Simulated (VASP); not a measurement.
A run of VASP 6.6.1 is set up as follows.

File INCAR:

```
SYSTEM = In4Sb3As
PREC     = Accurate       ! precision mode
ENCUT    = 520            ! plane-wave cutoff, eV
EDIFF    = 1E-6           ! SCF threshold, eV
ISMEAR   = 0              ! smearing method
SIGMA    = 0.2            ! smearing width, eV
LREAL    = .False.        ! projectors in reciprocal space
LASPH    = .True.         ! aspherical terms in the spheres
NELM     = 80             ! most SCF steps
ALGO     = Normal         ! electronic algorithm
ISIF     = 2              ! what is computed and relaxed
LWAVE    = .False.        ! write WAVECAR
LCHARG   = .False.        ! write CHGCAR
GGA      = PE             ! functional
NBANDS   = 46             ! bands
```

File KPOINTS:

```
regular mesh
0
Gamma
  4 4 4
  0 0 0
```

File POSCAR:

```
In4Sb3As
1.0
    6.5261801935      0.0000000000      0.0000000000
    0.0000000000      6.5261801935      0.0000000000
    0.0000000000      0.0000000000      6.5261801935
In Sb As
4 3 1
Direct
    0.2416652626      0.7583347374      0.2416652626
    0.2416652626      0.2416652626      0.7583347374
    0.7583347374      0.7583347374      0.7583347374
    0.7583347374      0.2416652626      0.2416652626
    1.0000000000      0.5000000000      0.5000000000
    0.5000000000      0.5000000000      0.0000000000
    0.5000000000      0.0000000000      0.5000000000
    0.0000000000      0.0000000000      0.0000000000
```

Potentials or basis: VASP PAW PBE potentials, release 64 (In_d, Sb, As).

Launch:

```console
$ cat potpaw_PBE.64/In_d/POTCAR potpaw_PBE.64/Sb/POTCAR potpaw_PBE.64/As/POTCAR > POTCAR
$ mpirun -np 1 vasp_std > vasp.out
```

Task: What does it give for the largest force?

Result: 0.009 eV/Å.

Task: Estimate the pressure.

Result: 0.0 GPa.

Task: Estimate the band gap on the k mesh.

Result: Zero (bands 36 and 37 overlap by 0.01 eV).

Forces on the atoms (eV/Å):
```
In  -0.005  0.005 -0.005
In  -0.005 -0.005  0.005
In   0.005  0.005  0.005
In   0.005 -0.005 -0.005
Sb   0.000  0.000  0.000
Sb   0.000  0.000  0.000
Sb   0.000  0.000  0.000
As   0.000  0.000  0.000
```

Caveat: semilocal functionals underestimate gaps, and a narrow one can read as zero; spin-orbit coupling is left out, which moves the levels of the heavy elements.
